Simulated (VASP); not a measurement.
BP:

```
B P
1.0
     2.97047    0.00000    0.00000
     0.00000    2.97047    0.00000
     0.00000    0.00000    3.29739
B P
1 1
Direct
  0.00000 0.00000 0.00000
  0.50000 0.50000 0.50000
```

- Program: VASP 6.6.1
- Task: relaxation of cell and atoms
- Functional: PBE
- Potentials or basis: VASP PAW PBE potentials, release 64 (B, P)
- Cutoff: 600 eV
- k mesh: 6 × 6 × 6
- Occupations: gaussian, width 0.1 eV
- Spin: no spin polarisation

At the start: pressure -21.5 GPa; volume 14.55 Å³/atom.

Question: Where does the relaxation end?

Answer: Over 5 steps the energy falls by 422.5 meV/atom and the volume is 10.03 Å³/atom (-31.0 %); space group P4/mmm (No. 123, to 0.05 Å).

The path:
```csv
step,energy change (eV),largest force (eV/Å),pressure (GPa),volume (Å³)
1,0.0000,0.0000,-21.51,29.10
2,-0.7975,0.0000,-8.64,21.62
3,-0.8447,0.0000,-0.08,20.03
4,-0.8442,0.0000,1.02,19.87
5,-0.8449,0.0000,-0.32,20.06
```

Final structure:
```
CELL_PARAMETERS angstrom
2.63354 0.00000 0.00000
0.00000 2.63354 0.00000
0.00000 0.00000 2.89296
ATOMIC_POSITIONS crystal
B 0.00000 0.00000 0.00000
P 0.50000 0.50000 0.50000
```

Caveat: the volume moved by over 15 % at a fixed basis, so the end points are rough.
